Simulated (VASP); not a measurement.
# TePb (Immm) in VASP: notebook

The runs below take TePb through single point, with PBE.

Program: VASP 6.6.1. These are calculated values, not measurements. Logs are shortened: lines on timing, memory, paths and dates and some standing lists are left out, and cuts for length are marked.

## 1. The cell of the first run

It takes space group Immm (No. 71, orthorhombic). Conventional cell: a = 4.335 Å, b = 4.792 Å, c = 6.454 Å, α = 90.00°, β = 90.00°, γ = 90.00°. Te (site symmetry mmm) has 6 Pb at 3.23 Å within 4.2 Å. Pb (site symmetry mmm) has 6 Te at 3.23 Å within 4.2 Å.

## 2. Single point, PBE (strain -0.1000 x Voigt [0, 0, 0, 0, 1, 0])

File INCAR:

```
SYSTEM = TePb
PREC = Accurate
ENCUT = 520
EDIFF = 1E-6
ISMEAR = 0
SIGMA = 0.05
LREAL = .False.
LASPH = .True.
NELM = 60
ALGO = Normal
ISIF = 2
LWAVE = .False.
LCHARG = .False.
GGA = PE
NBANDS = 17
```

File KPOINTS:

```
Automatic mesh
0
Gamma
  8 8 8
  0 0 0
```

File POSCAR:

```
TePb
1.0
   -0.1613500000      3.2270000000      3.2270000000
    3.0656500000      0.0000000000      3.0656500000
    3.2270000000      3.2270000000     -0.1613500000
Te Pb
1 1
Direct
    0.5000000000      0.5000000000      0.5000000000
    0.0000000000      0.0000000000      0.0000000000
```

Potentials or basis: VASP PAW PBE potentials, release 64 (Te, Pb_d).

Run with:

```sh
cat potpaw_PBE.64/Te/POTCAR potpaw_PBE.64/Pb_d/POTCAR > POTCAR
mpirun -np 1 vasp_std > vasp.out
```

OUTCAR:

```text
SYSTEM = TePb
   PREC = Accurate
   ENCUT = 520
   EDIFF = 1E-6
   ISMEAR = 0
   LREAL = .False.
   LASPH = .True.
   NELM = 60
   ISIF = 2
   GGA = PE

 ion  position               nearest neighbor table
   1  0.500  0.500  0.500-   2 3.23   2 3.23   2 3.23   2 3.23   2 3.23   2 3.23
   2  0.000  0.000  0.000-   1 3.23   1 3.23   1 3.23   1 3.23   1 3.23   1 3.23

  LATTYP: Found a body centered orthorhombic cell.
 ALAT       =     4.3354838075
 B/A-ratio  =     1.1052631579
 C/A-ratio  =     1.4886458551

  Lattice vectors:

 A1 = (   3.2270000000,  -3.2270000000,  -0.1613500000)
 A2 = (  -3.2270000000,  -3.2270000000,   0.1613500000)
 A3 = (   0.1613500000,   3.2270000000,  -3.2270000000)

Analysis of symmetry for initial positions (statically):
=====================================================================
 Subroutine PRICEL returns:
 Original cell was already a primitive cell.

 Routine SETGRP: Setting up the symmetry group for a
 body centered orthorhombic supercell.

 Subroutine GETGRP returns: Found  8 space group operations
 (whereof  8 operations were pure point group operations)
 out of a pool of  8 trial point group operations.

The static configuration has the point symmetry D_2h.

Analysis of symmetry for dynamics (positions and initial velocities):
=====================================================================
 Subroutine PRICEL returns:
 Original cell was already a primitive cell.

 Routine SETGRP: Setting up the symmetry group for a
 body centered orthorhombic supercell.

 Subroutine GETGRP returns: Found  8 space group operations
 (whereof  8 operations were pure point group operations)
 out of a pool of  8 trial point group operations.

The dynamic configuration has the point symmetry D_2h.

 Subroutine INISYM returns: Found  8 space group operations
 (whereof  8 operations are pure point group operations),
 and found     1 'primitive' translations

----------------------------------------------------------------------------------------

                                     Primitive cell

  volume of cell :      67.0409

  direct lattice vectors                    reciprocal lattice vectors
    -0.161350000  3.227000000  3.227000000    -0.147564449  0.154942671  0.147564449
     3.065650000  0.000000000  3.065650000     0.163097549 -0.154942671  0.163097549
     3.227000000  3.227000000 -0.161350000     0.147564449  0.154942671 -0.147564449

  length of vectors
     4.566518567  4.335483807  4.566518567     0.259918765  0.277864809  0.259918765

  position of ions in fractional coordinates (direct lattice)
     0.500000000  0.500000000  0.500000000
     0.000000000  0.000000000  0.000000000

  ion indices of the primitive-cell ions
   primitive index   ion index
                 1           1
                 2           2

----------------------------------------------------------------------------------------

 KPOINTS: Automatic mesh

Automatic generation of k-mesh.
 Grid dimensions read from file:
 generate k-points for:    8    8    8

 Generating k-lattice:

  Cartesian coordinates                     Fractional coordinates (reciprocal lattice)
    -0.018445556  0.019367834  0.018445556     0.125000000  0.000000000 -0.000000000
     0.020387194 -0.019367834  0.020387194    -0.000000000  0.125000000 -0.000000000
     0.018445556  0.019367834 -0.018445556    -0.000000000  0.000000000  0.125000000

  Length of vectors
     0.032489846  0.034733101  0.032489846

  Shift w.r.t. Gamma in fractional coordinates (k-lattice)
     0.000000000  0.000000000  0.000000000

 Subroutine IBZKPT returns following result:
 ===========================================

 Found     95 irreducible k-points:

 Following reciprocal coordinates:
            Coordinates               Weight
  0.000000  0.000000  0.000000      1.000000
  0.125000  0.000000 -0.000000      4.000000
  0.250000  0.000000 -0.000000      4.000000
  0.375000  0.000000 -0.000000      4.000000
  0.500000  0.000000 -0.000000      2.000000
  0.000000  0.125000  0.000000      4.000000
[... 16 lines left out ...]
  0.125000  0.375000  0.000000      8.000000
  0.250000  0.375000 -0.000000      8.000000
 [... further k-points ...]
   k-points           NKPTS =     95   k-points in BZ     NKDIM =     95   number of bands    NBANDS=     17
   number of dos      NEDOS =    301   number of ions     NIONS =      2
   total plane-waves  NPLWV =  41472
   dimension x,y,z NGX =    36 NGY =   32 NGZ =   36
   dimension x,y,z NGXF=    72 NGYF=   64 NGZF=   72
   ions per type =               1   1
   NGX,Y,Z   is equivalent  to a cutoff of  13.11, 12.27, 13.11 a.u.
   NGXF,Y,Z  is equivalent  to a cutoff of  26.21, 24.54, 26.21 a.u.
 SYSTEM =  TePb
   PREC   = accura    normal or accurate (medium, high low for compatibility)
   ISTART =      0    job   : 0-new  1-cont  2-samecut
   ICHARG =      2    charge: 1-file 2-atom 10-const
   ISPIN  =      1    spin polarized calculation?
   LNONCOLLINEAR =      F non collinear calculations
   LSORBIT =      F    spin-orbit coupling
   LASPH  =      T    aspherical Exc in radial PAW
   ENCUT  =  520.0 eV  38.22 Ry    6.18 a.u.   8.49  8.06  8.49*2*pi/ulx,y,z
   NELM   =     60;   NELMIN=  2; NELMDL= -5     # of ELM steps
   EDIFF  = 0.1E-05   stopping-criterion for ELM
   LREAL  =      F    real-space projection
   EDIFFG = 0.1E-04   stopping-criterion for IOM
   NSW    =      0    number of steps for IOM
   IBRION =     -1    ionic relax: 0-MD 1-quasi-New 2-CG
   NFREE  =      0    steps in history (QN), initial steepest desc. (CG)
   ISIF   =      2    stress and relaxation
   ISYM   =      2    0-nonsym 1-usesym 2-fastsym
   POTIM  = 0.5000    time-step for ionic-motion
   TEBEG  =    0.0;   TEEND  =   0.0 temperature during run
   PSTRESS=    0.0 pullay stress
   NELECT =      20.0000    total number of electrons
   NUPDOWN=      -1.0000    fix difference up-down
   EMIN   =  10.00;   EMAX   =-10.00  energy-range for DOS
   EFERMI =   0.00;   METHOD = LEGACY
   ISMEAR =     0;   SIGMA  =   0.05  broadening in eV -4-tet -1-fermi 0-gaus
   EFERMI_NEDOS =   21; number of points for ismear=-14 and -15
   IALGO  =     38    algorithm
   IMIX   =      4    mixing-type and parameters
     AMIX     =   0.40;   BMIX     =  1.00
     AMIX_MAG =   1.60;   BMIX_MAG =  1.00
  volume/ion in A,a.u.               =      33.52       226.21
  Fermi-wavevector in a.u.,A,eV,Ry     =   1.093885  2.067142 16.280511  1.196584
  Thomas-Fermi vector in A             =   2.230179
   LORBIT       =      0    0 simple, 1 ext, 2 COOP (PROOUT), +10 PAW based schemes
   GGA     = PE    functional components
   LHFCALC =     F    Hartree Fock is set to
   AEXX    =    0.0000 exact exchange contribution
   IVDW    =     0    specifies the selected vdW correction
   LEPSILON=     F    determine dielectric tensor
   LRPA    =     F    only Hartree local field effects (RPA)
 non-spin polarized calculation
 Gauss-broadening in eV      SIGMA  =   0.05
  energy-cutoff  :      520.00
  volume of cell :       67.04
 maximum number of plane-waves:      1825
 NGX is ok and might be reduce to    36
   NGX = 17   NGY = 17   NGZ = 17

 number of electron      20.0000000 magnetization

 Free energy of the ion-electron system (eV)
  ---------------------------------------------------
  ext. energy  EPLUGINS =         0.00000000
  ---------------------------------------------------
  free energy    TOTEN  =        -7.46561065 eV

  energy without entropy =       -7.46558120  energy(sigma->0) =       -7.46559593

 E-fermi :   6.0018     XC(G=0):  -9.3327

 val. band max:        5.9308618938   @ k =   0.5000   0.0000  -0.0000
 cond. band min:       6.0727338287   @ k =   0.0000   0.5000   0.0000
 fundamental gap:      0.1418719349
 Fermi energy:         6.0017978570

 k-point     1 :       0.0000    0.0000    0.0000
  band No.  band energies     occupation
      1     -11.0499      2.00000
      2     -11.0379      2.00000
      3     -11.0313      2.00000
      4     -11.0250      2.00000
      5     -11.0221      2.00000
      6      -6.3502      2.00000
[... 9 lines left out ...]
     16      12.1282      0.00000
     17      13.1456      0.00000

 k-point     2 :       0.1250    0.0000   -0.0000
  band No.  band energies     occupation
      1     -11.0516      2.00000
      2     -11.0392      2.00000
      3     -11.0294      2.00000
      4     -11.0241      2.00000
      5     -11.0213      2.00000
      6      -6.2221      2.00000
[... 9 lines left out ...]
     16      12.4073      0.00000
     17      13.9604      0.00000

 k-point     3 :       0.2500    0.0000   -0.0000
  band No.  band energies     occupation
      1     -11.0562      2.00000
      2     -11.0430      2.00000
      3     -11.0239      2.00000
      4     -11.0238      2.00000
      5     -11.0167      2.00000
      6      -5.8528      2.00000
[... 9 lines left out ...]
     16      13.1714      0.00000
     17      15.7581      0.00000

 k-point     4 :       0.3750    0.0000   -0.0000
  band No.  band energies     occupation
      1     -11.0611      2.00000
      2     -11.0471      2.00000
      3     -11.0237      2.00000
      4     -11.0180      2.00000
      5     -11.0116      2.00000
      6      -5.3189      2.00000
[... 9 lines left out ...]
     16      14.3329      0.00000
     17      15.7324      0.00000

 k-point     5 :       0.5000    0.0000   -0.0000
  band No.  band energies     occupation
      1     -11.0632      2.00000
      2     -11.0488      2.00000
      3     -11.0236      2.00000
      4     -11.0156      2.00000
      5     -11.0094      2.00000
      6      -4.9694      2.00000
[... 9 lines left out ...]
     16      15.3762      0.00000
     17      15.3831      0.00000

 k-point     6 :       0.0000    0.1250    0.0000
  band No.  band energies     occupation
      1     -11.0471      2.00000
      2     -11.0407      2.00000
      3     -11.0312      2.00000
      4     -11.0232      2.00000
      5     -11.0226      2.00000
      6      -6.2071      2.00000
[... 9 lines left out ...]
     16      12.0817      0.00000
     17      14.3108      0.00000

 k-point     7 :       0.1250    0.1250   -0.0000
  band No.  band energies     occupation
      1     -11.0486      2.00000
      2     -11.0412      2.00000
      3     -11.0319      2.00000
      4     -11.0226      2.00000
      5     -11.0207      2.00000
      6      -6.1690      2.00000
[... 9 lines left out ...]
     16      12.4086      0.00000
     17      13.6731      0.00000

 k-point     8 :       0.2500    0.1250   -0.0000
  band No.  band energies     occupation
      1     -11.0545      2.00000
      2     -11.0432      2.00000
      3     -11.0301      2.00000
      4     -11.0202      2.00000
      5     -11.0166      2.00000
      6      -5.8848      2.00000
[... 9 lines left out ...]
     16      13.2908      0.00000
     17      14.4968      0.00000
[... 203 lines left out ...]
      1     -11.0687      2.00000
      2     -11.0471      2.00000
      3     -11.0241      2.00000
      4     -11.0169      2.00000
      5     -11.0084      2.00000
      6      -4.7120      2.00000
[... 9 lines left out ...]
     16      13.9719      0.00000
     17      16.0055      0.00000

 k-point    20 :      -0.2500    0.2500    0.0000
  band No.  band energies     occupation
      1     -11.0582      2.00000
      2     -11.0501      2.00000
      3     -11.0254      2.00000
      4     -11.0188      2.00000
      5     -11.0102      2.00000
      6      -5.0810      2.00000
[... 9 lines left out ...]
     16      14.3614      0.00000
     17      15.2372      0.00000

 k-point    21 :      -0.1250    0.2500    0.0000
  band No.  band energies     occupation
      1     -11.0507      2.00000
      2     -11.0483      2.00000
      3     -11.0289      2.00000
      4     -11.0212      2.00000
      5     -11.0119      2.00000
      6      -5.5199      2.00000
[... 9 lines left out ...]
     16      14.0353      0.00000
     17      15.5162      0.00000

 k-point    22 :       0.0000    0.3750    0.0000
  band No.  band energies     occupation
      1     -11.0560      2.00000
      2     -11.0462      2.00000
      3     -11.0312      2.00000
      4     -11.0146      2.00000
      5     -11.0087      2.00000
      6      -5.2044      2.00000
[... 9 lines left out ...]
     16      14.5812      0.00000
     17      16.5131      0.00000

 k-point    23 :       0.1250    0.3750    0.0000
  band No.  band energies     occupation
      1     -11.0611      2.00000
      2     -11.0413      2.00000
      3     -11.0321      2.00000
      4     -11.0142      2.00000
      5     -11.0108      2.00000
      6      -5.3056      2.00000
[... 9 lines left out ...]
     16      15.0446      0.00000
     17      16.2957      0.00000

 k-point    24 :       0.2500    0.3750   -0.0000
  band No.  band energies     occupation
      1     -11.0757      2.00000
      2     -11.0370      2.00000
      3     -11.0324      2.00000
      4     -11.0107      2.00000
      5     -11.0091      2.00000
      6      -5.2204      2.00000
[... 9 lines left out ...]
     16      15.3367      0.00000
     17      15.5962      0.00000

 [... further k-points ...]
[... 5 lines left out ...]
  --------------------------------------------------------------------------------------
  -------------------------------------------------------------------------------------
  Total        0.9854200      0.9060422      0.9854200     -0.0000000     -0.0000000      0.5969190
  in kB       23.5500683     21.6530558     23.5500683     -0.0000000     -0.0000000     14.2654735
  external PRESSURE =      22.9177308 kB  Pullay stress =       0.0000000 kB

 VOLUME and BASIS-vectors are now :
 -----------------------------------------------------------------------------
  energy-cutoff  :      520.00
  volume of cell :       67.04
      direct lattice vectors                 reciprocal lattice vectors
    -0.161350000  3.227000000  3.227000000    -0.147564449  0.154942671  0.147564449
     3.065650000  0.000000000  3.065650000     0.163097549 -0.154942671  0.163097549
     3.227000000  3.227000000 -0.161350000     0.147564449  0.154942671 -0.147564449

 POSITION                                       TOTAL-FORCE (eV/Angst)
 -----------------------------------------------------------------------------------
      3.06565      3.22700      3.06565        -0.000000      0.000000     -0.000000
      0.00000      0.00000      0.00000         0.000000      0.000000      0.000000
 -----------------------------------------------------------------------------------
    total drift:                                0.000000      0.000000      0.000000

  FREE ENERGIE OF THE ION-ELECTRON SYSTEM (eV)
  ---------------------------------------------------
  free  energy   TOTEN  =        -7.4656106516 eV

  energy  without entropy=       -7.4655812039  energy(sigma->0) =       -7.46559593
```

It took 96 s on 1 thread of AMD EPYC 7R43 (Zen 3), shared host; peak memory 0.22 GiB.

What came out:

```yaml
Free_energy: -7.4656 eV
Pressure: 2.3 GPa
Band_gap_on_the_k_mesh: 0.14 eV, indirect (least direct gap 0.56 eV)
```

Stress tensor (GPa, compression positive):
```
2.36 0.00 1.43
0.00 2.17 0.00
1.43 0.00 2.36
```

Caveat: the cell differs from its parent crystal (strain -0.1000 x Voigt [0, 0, 0, 0, 1, 0]); spin-orbit coupling is left out, which moves the levels of the heavy elements.

## 3. Single point, PBE (strain +0.0750 x Voigt [0, 0, 0, 0, 1, 0])

File INCAR:

```
SYSTEM = TePb
  ALGO = Normal
  EDIFF = 1E-6
  ENCUT = 520
  GGA = PE
  ISIF = 2
  ISMEAR = 0
  LASPH = .True.
  LCHARG = .True.
  LELF = .True.
  LREAL = .False.
  LVHAR = .True.
  LWAVE = .False.
  NBANDS = 17
  NELM = 100
  PREC = Accurate
  SIGMA = 0.05
```

File KPOINTS:

```
k-points
0
Gamma
  8 8 8
  0 0 0
```

File POSCAR:

```
TePb
1.0
    0.1210125000      3.2270000000      3.2270000000
    3.3480125000      0.0000000000      3.3480125000
    3.2270000000      3.2270000000      0.1210125000
Te Pb
1 1
Direct
    0.5000000000      0.5000000000      0.5000000000
    0.0000000000      0.0000000000      0.0000000000
```

Potentials or basis: VASP PAW PBE potentials, release 64 (Te, Pb_d).

Run with:

```sh
cat potpaw_PBE.64/Te/POTCAR potpaw_PBE.64/Pb_d/POTCAR > POTCAR
mpirun -np 1 vasp_std > vasp.out
```

Wall time 1.9 min (1 thread of AMD EPYC 7R43 (Zen 3), shared host); peak memory 0.24 GiB.

The run converged. Its results:

- Free energy: -7.4797 eV
- Pressure: 2.3 GPa
- Band gap on the k mesh: 0.30 eV, indirect (least direct gap 0.63 eV)

Stress tensor (GPa, compression positive):
```
 2.31  0.00 -1.06
 0.00  2.20  0.00
-1.06  0.00  2.31
```

Levels at points of the mesh, in eV from the valence-band top:
```tsv
k point	band 7	band 8	band 9	band 10	band 11	band 12	band 13	band 14
(0.00, 0.00, 0.00)	-5.79	-1.84	-1.55	-1.19	3.85	3.89	4.05	5.19
(0.50, 0.00, 0.00)	-8.69	-1.25	-1.13	-0.32	0.30	0.84	1.09	8.26
(0.00, 0.50, 0.00)	-8.88	-1.07	-0.85	0.00	0.65	1.23	1.39	8.03
(0.50, 0.50, 0.00)	-7.47	-4.70	-3.00	-2.99	3.10	5.12	5.32	6.52
(0.50, 0.00, 0.50)	-7.50	-4.71	-3.34	-2.61	3.15	5.22	5.48	6.54
```

Caveat: the cell differs from its parent crystal (strain +0.0750 x Voigt [0, 0, 0, 0, 1, 0]); spin-orbit coupling is left out, which moves the levels of the heavy elements. A k mesh can miss the band edges.
